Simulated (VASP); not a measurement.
# AlN (nc) (Fm-3m) in VASP: a series of runs

Runs on AlN (nc). Level: PBEsol. Tasks: single point.

Everything below comes from runs of VASP 6.6.1. Logs are shortened: lines on timing, memory, paths and dates and some standing lists are left out, and cuts for length are marked.

## Step 1: The cell of the first run

It takes space group Fm-3m (No. 225, cubic). The conventional cell has a = 3.919 Å, b = 3.919 Å, c = 3.919 Å, α = 90.00°, β = 90.00°, γ = 90.00°. Within 2.6 Å of Al (site symmetry m-3m) lie 6 N at 1.96 Å. N (site symmetry m-3m) has 6 Al at 1.96 Å within 2.6 Å.

## Step 2: Single point, PBEsol (volume scaled by 0.91)

INCAR reads:

```
SYSTEM = AlN
PREC = Accurate ; ENCUT = 600
EDIFF = 1E-6 ; ISMEAR = 0
SIGMA = 0.02 ; LREAL = .False.
LASPH = .True. ; NELM = 120
ALGO = Normal ; ISIF = 2
LWAVE = .False. ; LCHARG = .False.
GGA = PS ; NBANDS = 11
GGA_COMPAT = .False.
```

KPOINTS reads:

```
regular mesh
0
Gamma
  10 10 10
  0 0 0
```

POSCAR reads:

```
AlN
1.0
    0.0000000000      1.9594208129      1.9594208129
    1.9594208129      0.0000000000      1.9594208129
    1.9594208129      1.9594208129      0.0000000000
Al N
1 1
Direct
    0.5000000000      0.5000000000      0.5000000000
    0.0000000000      0.0000000000      0.0000000000
```

Potentials or basis: VASP PAW PBE potentials, release 64 (Al, N).

Started as:

```
$ cat potpaw_PBE.64/Al/POTCAR potpaw_PBE.64/N/POTCAR > POTCAR
$ mpirun -np 1 vasp_std > vasp.out
```

OUTCAR:

```text
SYSTEM = AlN
   PREC = Accurate
   ENCUT = 600
   EDIFF = 1E-6
   ISMEAR = 0
   LREAL = .False.
   LASPH = .True.
   NELM = 120
   ISIF = 2
   GGA = PS

 ion  position               nearest neighbor table
   1  0.500  0.500  0.500-   2 1.96   2 1.96   2 1.96   2 1.96   2 1.96   2 1.96
   2  0.000  0.000  0.000-   1 1.96   1 1.96   1 1.96   1 1.96   1 1.96   1 1.96

  LATTYP: Found a face centered cubic cell.
 ALAT       =     3.9188416258

  Lattice vectors:

 A1 = (   0.0000000000,   1.9594208129,   1.9594208129)
 A2 = (   1.9594208129,   0.0000000000,   1.9594208129)
 A3 = (   1.9594208129,   1.9594208129,   0.0000000000)

Analysis of symmetry for initial positions (statically):
=====================================================================
 Subroutine PRICEL returns:
 Original cell was already a primitive cell.

 Routine SETGRP: Setting up the symmetry group for a
 face centered cubic supercell.

 Subroutine GETGRP returns: Found 48 space group operations
 (whereof 48 operations were pure point group operations)
 out of a pool of 48 trial point group operations.

The static configuration has the point symmetry O_h .

Analysis of symmetry for dynamics (positions and initial velocities):
=====================================================================
 Subroutine PRICEL returns:
 Original cell was already a primitive cell.

 Routine SETGRP: Setting up the symmetry group for a
 face centered cubic supercell.

 Subroutine GETGRP returns: Found 48 space group operations
 (whereof 48 operations were pure point group operations)
 out of a pool of 48 trial point group operations.

The dynamic configuration has the point symmetry O_h .

 Subroutine INISYM returns: Found 48 space group operations
 (whereof 48 operations are pure point group operations),
 and found     1 'primitive' translations

----------------------------------------------------------------------------------------

                                     Primitive cell

  volume of cell :      15.0457

  direct lattice vectors                    reciprocal lattice vectors
     0.000000000  1.959420813  1.959420813    -0.255177447  0.255177447  0.255177447
     1.959420813  0.000000000  1.959420813     0.255177447 -0.255177447  0.255177447
     1.959420813  1.959420813  0.000000000     0.255177447  0.255177447 -0.255177447

  length of vectors
     2.771039488  2.771039488  2.771039488     0.441980303  0.441980303  0.441980303

  position of ions in fractional coordinates (direct lattice)
     0.500000000  0.500000000  0.500000000
     0.000000000  0.000000000  0.000000000

  ion indices of the primitive-cell ions
   primitive index   ion index
                 1           1
                 2           2

----------------------------------------------------------------------------------------

 KPOINTS: regular mesh

Automatic generation of k-mesh.
 Grid dimensions read from file:
 generate k-points for:   10   10   10

 Generating k-lattice:

  Cartesian coordinates                     Fractional coordinates (reciprocal lattice)
    -0.025517745  0.025517745  0.025517745     0.100000000  0.000000000  0.000000000
     0.025517745 -0.025517745  0.025517745     0.000000000  0.100000000  0.000000000
     0.025517745  0.025517745 -0.025517745     0.000000000  0.000000000  0.100000000

  Length of vectors
     0.044198030  0.044198030  0.044198030

  Shift w.r.t. Gamma in fractional coordinates (k-lattice)
     0.000000000  0.000000000  0.000000000

 Subroutine IBZKPT returns following result:
 ===========================================

 Found     47 irreducible k-points:

 Following reciprocal coordinates:
            Coordinates               Weight
  0.000000  0.000000  0.000000      1.000000
  0.100000  0.000000  0.000000      8.000000
  0.200000  0.000000  0.000000      8.000000
  0.300000  0.000000  0.000000      8.000000
  0.400000  0.000000  0.000000      8.000000
  0.500000  0.000000  0.000000      4.000000
[... 16 lines left out ...]
  0.300000  0.300000  0.000000      6.000000
  0.400000  0.300000  0.000000     24.000000
 [... further k-points ...]
   k-points           NKPTS =     47   k-points in BZ     NKDIM =     47   number of bands    NBANDS=     11
   number of dos      NEDOS =    301   number of ions     NIONS =      2
   total plane-waves  NPLWV =  13824
   dimension x,y,z NGX =    24 NGY =   24 NGZ =   24
   dimension x,y,z NGXF=    48 NGYF=   48 NGZF=   48
   ions per type =               1   1
   NGX,Y,Z   is equivalent  to a cutoff of  14.40, 14.40, 14.40 a.u.
   NGXF,Y,Z  is equivalent  to a cutoff of  28.80, 28.80, 28.80 a.u.
 SYSTEM =  AlN
   PREC   = accura    normal or accurate (medium, high low for compatibility)
   ISTART =      0    job   : 0-new  1-cont  2-samecut
   ICHARG =      2    charge: 1-file 2-atom 10-const
   ISPIN  =      1    spin polarized calculation?
   LNONCOLLINEAR =      F non collinear calculations
   LSORBIT =      F    spin-orbit coupling
   LASPH  =      T    aspherical Exc in radial PAW
   ENCUT  =  600.0 eV  44.10 Ry    6.64 a.u.   5.53  5.53  5.53*2*pi/ulx,y,z
   NELM   =    120;   NELMIN=  2; NELMDL= -5     # of ELM steps
   EDIFF  = 0.1E-05   stopping-criterion for ELM
   LREAL  =      F    real-space projection
   EDIFFG = 0.1E-04   stopping-criterion for IOM
   NSW    =      0    number of steps for IOM
   IBRION =     -1    ionic relax: 0-MD 1-quasi-New 2-CG
   NFREE  =      0    steps in history (QN), initial steepest desc. (CG)
   ISIF   =      2    stress and relaxation
   ISYM   =      2    0-nonsym 1-usesym 2-fastsym
   POTIM  = 0.5000    time-step for ionic-motion
   TEBEG  =    0.0;   TEEND  =   0.0 temperature during run
   PSTRESS=    0.0 pullay stress
   NELECT =       8.0000    total number of electrons
   NUPDOWN=      -1.0000    fix difference up-down
   EMIN   =  10.00;   EMAX   =-10.00  energy-range for DOS
   EFERMI =   0.00;   METHOD = LEGACY
   ISMEAR =     0;   SIGMA  =   0.02  broadening in eV -4-tet -1-fermi 0-gaus
   EFERMI_NEDOS =   21; number of points for ismear=-14 and -15
   IALGO  =     38    algorithm
   IMIX   =      4    mixing-type and parameters
     AMIX     =   0.40;   BMIX     =  1.00
     AMIX_MAG =   1.60;   BMIX_MAG =  1.00
  volume/ion in A,a.u.               =       7.52        50.77
  Fermi-wavevector in a.u.,A,eV,Ry     =   1.326276  2.506297 23.932743  1.759007
  Thomas-Fermi vector in A             =   2.455674
   LORBIT       =      0    0 simple, 1 ext, 2 COOP (PROOUT), +10 PAW based schemes
   GGA     = PS    functional components
   LHFCALC =     F    Hartree Fock is set to
   AEXX    =    0.0000 exact exchange contribution
   IVDW    =     0    specifies the selected vdW correction
   LEPSILON=     F    determine dielectric tensor
   LRPA    =     F    only Hartree local field effects (RPA)
 non-spin polarized calculation
 Gauss-broadening in eV      SIGMA  =   0.02
  energy-cutoff  :      600.00
  volume of cell :       15.05
 maximum number of plane-waves:       531
 NGX is ok and might be reduce to    24
   NGX = 11   NGY = 11   NGZ = 11

 number of electron       8.0000000 magnetization

 Free energy of the ion-electron system (eV)
  ---------------------------------------------------
  ext. energy  EPLUGINS =         0.00000000
  ---------------------------------------------------
  free energy    TOTEN  =       -15.31894334 eV

  energy without entropy =      -15.31894334  energy(sigma->0) =      -15.31894334

 E-fermi :  11.3330     XC(G=0): -12.9015

 val. band max:       11.1538197899   @ k =   0.0000   0.0000   0.0000
 cond. band min:      16.1089721171   @ k =   0.5000   0.5000   0.0000
 fundamental gap:      4.9551523272
 Fermi energy:        11.3329542306

 k-point     1 :       0.0000    0.0000    0.0000
  band No.  band energies     occupation
      1      -7.2848      2.00000
      2      11.1538      2.00000
      3      11.1538      2.00000
      4      11.1538      2.00000
      5      18.2384      0.00000
      6      23.4691      0.00000
      7      23.4691      0.00000
      8      23.4691      0.00000
      9      28.8116      0.00000
     10      29.5349      0.00000
     11      29.5349      0.00000

 k-point     2 :       0.1000    0.0000    0.0000
  band No.  band energies     occupation
      1      -7.0595      2.00000
      2      10.1172      2.00000
      3      11.0069      2.00000
      4      11.0069      2.00000
      5      18.7908      0.00000
      6      22.5798      0.00000
      7      23.8211      0.00000
      8      23.8211      0.00000
      9      28.2044      0.00000
     10      28.2044      0.00000
     11      30.3850      0.00000

 k-point     3 :       0.2000    0.0000    0.0000
  band No.  band energies     occupation
      1      -6.4018      2.00000
      2       7.8438      2.00000
      3      10.6527      2.00000
      4      10.6527      2.00000
      5      19.0600      0.00000
      6      22.4629      0.00000
      7      24.2309      0.00000
      8      24.2309      0.00000
      9      27.5114      0.00000
     10      27.5114      0.00000
     11      30.0886      0.00000

 k-point     4 :       0.3000    0.0000    0.0000
  band No.  band energies     occupation
      1      -5.3832      2.00000
      2       5.3122      2.00000
      3      10.2631      2.00000
      4      10.2631      2.00000
      5      18.4520      0.00000
      6      23.6863      0.00000
      7      23.6863      0.00000
      8      23.8527      0.00000
      9      28.9636      0.00000
     10      28.9636      0.00000
     11      29.1572      0.00000
[... 239 lines left out ...]
 k-point    22 :      -0.2000    0.2000    0.0000
  band No.  band energies     occupation
      1      -5.0540      2.00000
      2       5.9462      2.00000
      3       7.8590      2.00000
      4      10.3183      2.00000
      5      20.7158      0.00000
      6      21.4509      0.00000
      7      23.0706      0.00000
      8      24.6007      0.00000
      9      26.5292      0.00000
     10      31.1433      0.00000
     11      33.1430      0.00000

 k-point    23 :       0.3000    0.3000    0.0000
  band No.  band energies     occupation
      1      -4.7857      2.00000
      2       6.0425      2.00000
      3       8.9155      2.00000
      4       8.9155      2.00000
      5      17.6041      0.00000
      6      19.0139      0.00000
      7      23.9826      0.00000
      8      27.8360      0.00000
      9      27.8360      0.00000
     10      32.4853      0.00000
     11      36.6201      0.00000

 k-point    24 :       0.4000    0.3000    0.0000
  band No.  band energies     occupation
      1      -3.9237      2.00000
      2       4.8782      2.00000
      3       8.0564      2.00000
      4       8.6322      2.00000
      5      17.4828      0.00000
      6      18.6312      0.00000
      7      24.4004      0.00000
      8      27.8606      0.00000
      9      28.7489      0.00000
     10      33.9403      0.00000
     11      37.2508      0.00000

 [... further k-points ...]
[... 5 lines left out ...]
  --------------------------------------------------------------------------------------
  -------------------------------------------------------------------------------------
  Total        2.8199954      2.8199954      2.8199954      0.0000000      0.0000000     -0.0000000
  in kB      300.2934375    300.2934375    300.2934375      0.0000000      0.0000000     -0.0000000
  external PRESSURE =     300.2934375 kB  Pullay stress =       0.0000000 kB

 VOLUME and BASIS-vectors are now :
 -----------------------------------------------------------------------------
  energy-cutoff  :      600.00
  volume of cell :       15.05
      direct lattice vectors                 reciprocal lattice vectors
     0.000000000  1.959420813  1.959420813    -0.255177447  0.255177447  0.255177447
     1.959420813  0.000000000  1.959420813     0.255177447 -0.255177447  0.255177447
     1.959420813  1.959420813  0.000000000     0.255177447  0.255177447 -0.255177447

 POSITION                                       TOTAL-FORCE (eV/Angst)
 -----------------------------------------------------------------------------------
      1.95942      1.95942      1.95942         0.000000      0.000000      0.000000
      0.00000      0.00000      0.00000        -0.000000     -0.000000     -0.000000
 -----------------------------------------------------------------------------------
    total drift:                                0.000000     -0.000000     -0.000000

  FREE ENERGIE OF THE ION-ELECTRON SYSTEM (eV)
  ---------------------------------------------------
  free  energy   TOTEN  =       -15.3189433428 eV

  energy  without entropy=      -15.3189433428  energy(sigma->0) =      -15.31894334
```

Wall time 11 s (1 thread of Intel Xeon 8259CL, shared host); peak memory 0.14 GiB.

Results:

```yaml
Free_energy: -15.3189 eV
Pressure: 30.0 GPa
Band_gap_on_the_k_mesh: 4.96 eV, indirect (least direct gap 7.08 eV)
```

Caveat: the cell differs from its parent crystal (volume scaled by 0.91); the PAW data sets were made with another functional, which shifts forces and pressure a little. A k mesh can miss the band edges.

## Step 3: Single point, PBEsol

This run uses another cell than the first one, of 8.27 Å³/atom, 1.099 times its volume.

INCAR reads:

```
SYSTEM = AlN
ALGO = Normal
EDIFF = 1E-6
ENCUT = 600
GGA = PS
GGA_COMPAT = .False.
ISIF = 2
ISMEAR = 0
LASPH = .True.
LCHARG = .True.
LELF = .True.
LREAL = .False.
LVHAR = .True.
LWAVE = .False.
NBANDS = 11
NELM = 120
PREC = Accurate
SIGMA = 0.02
```

KPOINTS reads:

```
k-points
0
Gamma
  10 10 10
  0 0 0
```

POSCAR reads:

```
AlN
1.0
    0.0000000000      2.0219973684      2.0219973684
    2.0219973684      0.0000000000      2.0219973684
    2.0219973684      2.0219973684      0.0000000000
Al N
1 1
Direct
    0.5000000000      0.5000000000      0.5000000000
    0.0000000000      0.0000000000      0.0000000000
```

Potentials or basis: VASP PAW PBE potentials, release 64 (Al, N).

Started as:

```
$ cat potpaw_PBE.64/Al/POTCAR potpaw_PBE.64/N/POTCAR > POTCAR
$ mpirun -np 1 vasp_std > vasp.out
```

Run time: 12 s. Hardware: 1 thread of Intel Xeon 8259CL, shared host; peak memory 0.14 GiB.

Results (log left out):

| Property | Result |
| --- | --- |
| Free energy | -15.4507 eV |
| Pressure | 0.0 GPa |
| Band gap on the k mesh | 4.55 eV, indirect (least direct gap 5.66 eV) |

Levels at points of the mesh, in eV from the valence-band top:
```
           k point  band 1  band 2  band 3  band 4  band 5  band 6  band 7  band 8  band 9
(0.00, 0.00, 0.00)  -17.55    0.00    0.00    0.00    5.66   12.02   12.02   12.02   17.10
(0.50, 0.00, 0.00)  -14.25   -8.36   -1.09   -1.09    6.04   10.90   10.90   13.25   15.95
(0.50, 0.50, 0.00)  -13.25   -7.45   -2.82   -2.82    4.55    5.14   13.96   17.15   17.15
```

Caveat: the PAW data sets were made with another functional, which shifts forces and pressure a little.

(Part 1 of 2 ends here.)
